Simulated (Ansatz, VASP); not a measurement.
## Pt: VASP beside Ansatz

Contents of INCAR:

```
SYSTEM = Pt
ALGO = Fast
EDIFF = 1E-6
EDIFFG = -0.01
ENCUT = 600
GGA = PE
IBRION = 2
ISIF = 3
ISMEAR = 0
LASPH = .TRUE.
LCHARG = .FALSE.
LREAL = .FALSE.
LWAVE = .FALSE.
NELM = 80
NSW = 100
PREC = Accurate
SIGMA = 0.1
```

File KPOINTS:

```
k-points
0
G
  20 20 20
  0 0 0
```

Contents of POSCAR:

```
Pt
1.0
    2.6274213964      0.0000000000      0.0000000000
    0.0000000000      2.6274213964      0.0000000000
    0.0000000000      0.0000000000      2.6274213964
Pt
1
Direct
    0.5000000000      0.5000000000      0.5000000000
```

Input for Ansatz:

```yaml
crystal:
  lattice:
    - [2.6274213964, 0.0, 0.0]
    - [0.0, 2.6274213964, 0.0]
    - [0.0, 0.0, 2.6274213964]
  atoms:
    - { symbol: Pt, position: [0.5, 0.5, 0.5] }
basis:
  ecutwfc: 420
kpoints:
  mp_grid: { grid: [20, 20, 20] }
hamiltonian:
  xc: pbe
scf:
  occupations: { method: gaussian, width: 0.1 }
output:
  forces: true
  stress: true
  eigenvalues: true
  write_density: true
  write_potential: true
  elf: true
  volumetric_format: npy
relax:
  adjacent_minimum: "off"
  f_tol: 0.01
  max_steps: 80
  cell: { stress_tol: 0.05 }
```

Alike in both runs: task relaxation of cell and atoms; functional PBE; k mesh 20 × 20 × 20; occupations gaussian, width 0.1 eV; no spin polarisation.

```csv
,VASP,Ansatz
version,VASP 6.6.1,Ansatz 0.2.0
potentials or method,"VASP PAW PBE potentials, release 64 (Pt), cutoff 600 eV","scalar-relativistic, plane waves, PAW"
valence electrons in the cell,10,18
```

VASP gave:

| Property | Result |
| --- | --- |
| gap on the k mesh at the Fermi level, each at its own relaxed structure (eV) | none |
| relaxed volume (Å³/atom) | 18.03 |
| relaxed cell length with the largest relative difference (Å) | 2.622 |

Q: Which values does Ansatz return?

A: gap on the k mesh at the Fermi level, each at its own relaxed structure (eV): none; relaxed volume (Å³/atom): 18.07; relaxed cell length with the largest relative difference (Å): 2.624.

A gap of «none» marks a metal or a gap that the smearing closes. VASP's potentials hold 10 valence electrons a cell and Ansatz's 18, so a difference there can come from the potentials and not from the codes.

Neither program's run includes spin-orbit coupling.
